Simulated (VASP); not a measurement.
# Ba2SrRe (P-6m2) in VASP: relaxation of cell and atoms with PBE

Aim: the relaxation of cell and atoms of Ba2SrRe with PBE.

All numbers are computed with VASP 6.6.1; they aren't measurements. Logs are shortened: lines on timing, memory, paths and dates and some standing lists are left out, and cuts for length are marked.

**1. The cell of the first run**

Symmetry: P-6m2, No. 187, hexagonal system. The conventional cell has a = 4.261 Å, b = 4.261 Å, c = 12.600 Å, α = 90.00°, β = 90.00°, γ = 120.00°. Within 4.8 Å of Ba (site symmetry 3m) lie 3 Re at 3.67 Å and 6 Ba at 4.26 Å and 3 Sr at 4.34 Å. Sr (site symmetry -6m2) has 6 Sr at 4.26 Å and 6 Ba at 4.34 Å within 5.6 Å. Within 4.8 Å of Re (site symmetry -6m2) lie 6 Ba at 3.67 Å and 6 Re at 4.26 Å.

The cell was generated, and may not be a known phase.

**2. Relaxation of cell and atoms, PBE**

The input, INCAR:

```
  ALGO = Normal
  EDIFF = 1E-7
  EDIFFG = -0.04
  ENCUT = 560
  GGA = PE
  GGA_COMPAT = False
  IBRION = 2
  ISIF = 3
  ISMEAR = 0
  LASPH = True
  LCHARG = False
  LREAL = False
  LWAVE = False
  NELM = 120
  NELMIN = 4
  NSW = 90
  PREC = Accurate
  SIGMA = 0.1
```

The input, KPOINTS:

```
k-points
0
Gamma
  6 6 2
```

The input, POSCAR:

```
Ba2SrRe
1.0
    4.2614702700      0.0000000000      0.0000000000
   -2.1307351300      3.6905415100      0.0000000000
    0.0000000000      0.0000000000     12.5998721800
Ba Sr Re
2 1 1
Direct
    0.3333333300      0.6666666700      0.2839068900
    0.3333333300      0.6666666700      0.7160931100
    0.0000000000      0.0000000000      0.0000000000
    0.0000000000      0.0000000000      0.5000000000
```

Potentials or basis: VASP PAW PBE potentials, release 64 (Ba_sv, Sr_sv, Re_sv_GW).

The run is started by

```console
> cat potpaw_PBE.64/Ba_sv/POTCAR potpaw_PBE.64/Sr_sv/POTCAR potpaw_PBE.64/Re_sv_GW/POTCAR > POTCAR
> mpirun -np 1 vasp_std > vasp.out
```

OUTCAR:

```text
EDIFF = 1E-7
   EDIFFG = -0.04
   ENCUT = 560
   GGA = PE
   IBRION = 2
   ISIF = 3
   ISMEAR = 0
   LASPH = True
   LREAL = False
   NELM = 120
   NELMIN = 4
   NSW = 90
   PREC = Accurate

 ion  position               nearest neighbor table
   1  0.333  0.667  0.284-   4 3.67   4 3.67   4 3.67   3 4.34   3 4.34   3 4.34
   2  0.333  0.667  0.716-   4 3.67   4 3.67   4 3.67   3 4.34   3 4.34   3 4.34
   3  0.000  0.000  0.000-   1 4.34   2 4.34   1 4.34   2 4.34   1 4.34   2 4.34
   4  0.000  0.000  0.500-   1 3.67   2 3.67   1 3.67   2 3.67   1 3.67   2 3.67

  LATTYP: Found a hexagonal cell.
 ALAT       =     4.2614702700
 C/A-ratio  =     2.9566960184

  Lattice vectors:

 A1 = (   4.2614702700,   0.0000000000,   0.0000000000)
 A2 = (  -2.1307351300,   3.6905415100,   0.0000000000)
 A3 = (   0.0000000000,   0.0000000000,  12.5998721800)

Analysis of symmetry for initial positions (statically):
=====================================================================
 Subroutine PRICEL returns:
 Original cell was already a primitive cell.

 Routine SETGRP: Setting up the symmetry group for a
 hexagonal supercell.

 Subroutine GETGRP returns: Found 12 space group operations
 (whereof 12 operations were pure point group operations)
 out of a pool of 24 trial point group operations.

The static configuration has the point symmetry D_3h.

Analysis of symmetry for dynamics (positions and initial velocities):
=====================================================================
 Subroutine PRICEL returns:
 Original cell was already a primitive cell.

 Routine SETGRP: Setting up the symmetry group for a
 hexagonal supercell.

 Subroutine GETGRP returns: Found 12 space group operations
 (whereof 12 operations were pure point group operations)
 out of a pool of 24 trial point group operations.

The dynamic configuration has the point symmetry D_3h.

 Subroutine INISYM returns: Found 12 space group operations
 (whereof 12 operations are pure point group operations),
 and found     1 'primitive' translations

----------------------------------------------------------------------------------------

                                     Primitive cell

  volume of cell :     198.1599

  direct lattice vectors                    reciprocal lattice vectors
     4.261470270  0.000000000  0.000000000     0.234660795  0.135481473  0.000000000
    -2.130735130  3.690541510  0.000000000     0.000000000  0.270962946  0.000000000
     0.000000000  0.000000000 12.599872180     0.000000000  0.000000000  0.079365884

  length of vectors
     4.261470270  4.261470266 12.599872180     0.270962946  0.270962946  0.079365884
[... 96 lines left out ...]
  Fermi-wavevector in a.u.,A,eV,Ry     =   0.998789  1.887438 13.572894  0.997580
  Thomas-Fermi vector in A             =   2.131036
   LORBIT       =      0    0 simple, 1 ext, 2 COOP (PROOUT), +10 PAW based schemes
   GGA     = PE    functional components
   LHFCALC =     F    Hartree Fock is set to
   AEXX    =    0.0000 exact exchange contribution
   IVDW    =     0    specifies the selected vdW correction
   LEPSILON=     F    determine dielectric tensor
   LRPA    =     F    only Hartree local field effects (RPA)
 conjugate gradient relaxation of ions
 non-spin polarized calculation
 Gauss-broadening in eV      SIGMA  =   0.10
  energy-cutoff  :      560.00
  volume of cell :      198.16
 maximum number of plane-waves:      5995
 NGX is ok and might be reduce to    36
   NGX = 17   NGY = 17   NGZ = 49

--------------------------------------- Ionic step        1  -------------------------------------------

 number of electron      44.9999998 magnetization

 Free energy of the ion-electron system (eV)
  ---------------------------------------------------
  ext. energy  EPLUGINS =         0.00000000
  ---------------------------------------------------
  free energy    TOTEN  =       -13.97203835 eV

  energy without entropy =      -13.91651105  energy(sigma->0) =      -13.94427470

------------------------ aborting loop because EDIFF is reached ----------------------------------------

  FORCE on cell =-STRESS in cart. coord.  units (eV):
  Direction    XX          YY          ZZ          XY          YZ          ZX
  --------------------------------------------------------------------------------------
  -------------------------------------------------------------------------------------
  Total       -3.6248575     -3.6248575     -6.2702410     -0.0000000      0.0000000     -0.0000000
  in kB      -29.3079759    -29.3079759    -50.6966329     -0.0000000      0.0000000     -0.0000000
  external PRESSURE =     -36.4375282 kB  Pullay stress =       0.0000000 kB
[... 63 lines left out ...]
--------------------------------------- Ionic step        3  -------------------------------------------

 number of electron      45.0000002 magnetization

 E-fermi :   3.5514     XC(G=0):  -9.0806

 val. band max:        3.5449677322   @ k =   0.3333   0.3333   0.5000
 cond. band min:       3.5573643087   @ k =   0.1667   0.1667   0.5000
 fundamental gap:      0.0123965765
 Fermi energy:         3.5513845680

 k-point     1 :       0.0000    0.0000    0.0000
  band No.  band energies     occupation
      1     -75.7342      2.00000
      2     -37.6445      2.00000
      3     -37.6445      2.00000
      4     -37.3707      2.00000
      5     -32.8428      2.00000
      6     -24.2149      2.00000
[... 440 lines left out ...]
  FREE ENERGIE OF THE ION-ELECTRON SYSTEM (eV)
  ---------------------------------------------------
  free  energy   TOTEN  =       -15.0143291517 eV

  energy  without entropy=      -14.9935068533  energy(sigma->0) =      -15.00391800

[... ionic steps 4 to 8 ...]

--------------------------------------- Ionic step        9  -------------------------------------------

 number of electron      45.0000000 magnetization

------------------------ aborting loop because EDIFF is reached ----------------------------------------
[... 71 lines left out ...]
--------------------------------------- Ionic step       11  -------------------------------------------

 number of electron      45.0000001 magnetization

 Free energy of the ion-electron system (eV)
  ---------------------------------------------------
  ext. energy  EPLUGINS =         0.00000000
  ---------------------------------------------------
  free energy    TOTEN  =       -15.34139432 eV

  energy without entropy =      -15.31613344  energy(sigma->0) =      -15.32876388

 E-fermi :   2.7813     XC(G=0):  -8.4772

 val. band max:        2.7524417449   @ k =   0.1667   0.0000   0.5000
 cond. band min:       2.8329539171   @ k =   0.3333   0.3333   0.0000
 fundamental gap:      0.0805121721
 Fermi energy:         2.7813016642

 k-point     1 :       0.0000    0.0000    0.0000
  band No.  band energies     occupation
      1     -76.3670      2.00000
      2     -38.2952      2.00000
      3     -38.2952      2.00000
      4     -38.0039      2.00000
      5     -33.8239      2.00000
      6     -24.9660      2.00000
[... 440 lines left out ...]
  FREE ENERGIE OF THE ION-ELECTRON SYSTEM (eV)
  ---------------------------------------------------
  free  energy   TOTEN  =       -15.3413943170 eV

  energy  without entropy=      -15.3161334387  energy(sigma->0) =      -15.32876388

 reached required accuracy - stopping structural energy minimisation
```

OSZICAR:

```text
N       E                     dE             d eps       ncg     rms          rms(c)
DAV:   1     0.444122762962E+03    0.44412E+03   -0.22257E+04   796   0.152E+03
DAV:   2     0.212053556977E+02   -0.42292E+03   -0.41910E+03  1081   0.344E+02
DAV:   3    -0.151444623087E+02   -0.36350E+02   -0.35509E+02   992   0.103E+02
DAV:   4    -0.173734369587E+02   -0.22290E+01   -0.21662E+01  1296   0.174E+01
[... 222 lines left out ...]
DAV:   9    -0.153413878888E+02    0.60842E-04   -0.42625E-04   991   0.868E-02    0.550E-02
DAV:  10    -0.153413975918E+02   -0.97030E-05   -0.37872E-05  1003   0.282E-02    0.219E-02
DAV:  11    -0.153413947974E+02    0.27944E-05   -0.15721E-05   962   0.160E-02    0.898E-03
DAV:  12    -0.153413942236E+02    0.57386E-06   -0.17049E-06   942   0.505E-03    0.231E-03
DAV:  13    -0.153413943170E+02   -0.93402E-07   -0.26067E-07   686   0.224E-03
  11 F= -.15341394E+02 E0= -.15328764E+02  d E =-.119953E-01
```

It took 16 min on 1 thread of Intel Xeon Platinum 8488C (Sapphire Rapids), shared host; peak memory 0.46 GiB.

What came out:

| Quantity | Value |
| --- | --- |
| Free energy | -15.3414 eV |
| Relaxed volume | 42.14 Å³/atom |
| Relaxed cell | a = 3.989 Å, b = 3.989 Å, c = 12.231 Å, α = 90.00°, β = 90.00°, γ = 120.00° |
| Space group after relaxing (to 0.1 Å) | P-6m2 (No. 187) |
| Energy gained by relaxing | 342.3 meV/atom |
| Ionic steps | 11 |
| Pressure after relaxing | 0.1 GPa |
| Largest force after relaxing | 0.005 eV/Å |
| Band gap on the k mesh | zero (an odd number of electrons rules out a gap without spin polarisation) |

Forces in eV/Å, atoms in the order of the input:
```
Ba   0.000  0.000 -0.005
Ba   0.000  0.000  0.005
Sr   0.000  0.000  0.000
Re   0.000  0.000  0.000
```

The path:
| step | energy change (eV) | largest force (eV/Å) | pressure (GPa) | volume (Å³) |
| --- | --- | --- | --- | --- |
| 1 | 0.0000 | 1.5869 | -3.64 | 198.16 |
| 2 | -0.8399 | 1.4666 | -1.94 | 167.51 |
| 3 | -1.0423 | 0.8630 | 1.19 | 147.24 |
| 4 | -1.0455 | 0.9406 | 0.80 | 149.13 |
| 5 | -1.1544 | 0.6681 | 0.93 | 151.05 |
| 6 | -1.2927 | 0.0227 | 1.38 | 155.87 |
| 7 | -1.2983 | 0.1867 | 1.52 | 157.07 |
| 8 | -1.3555 | 0.0907 | -0.40 | 172.27 |
| 9 | -1.3574 | 0.0457 | -0.14 | 169.76 |
| 10 | -1.3631 | 0.0305 | -0.09 | 169.49 |
| 11 | -1.3694 | 0.0047 | 0.05 | 168.56 |

Final structure:
```
Ba Sr Re
1.0
     3.98903    0.00000    0.00000
    -1.99451    3.45460    0.00000
     0.00000    0.00000   12.23146
Ba Sr Re
2 1 1
Direct
  0.33333 0.66667 0.32082
  0.33333 0.66667 0.67918
  0.00000 0.00000 0.00000
  0.00000 0.00000 0.50000
```

Caveat: spin-orbit coupling is left out, which moves the levels of the heavy elements.

The gap in the log of VASP goes by the Fermi energy; the results here count the filled bands.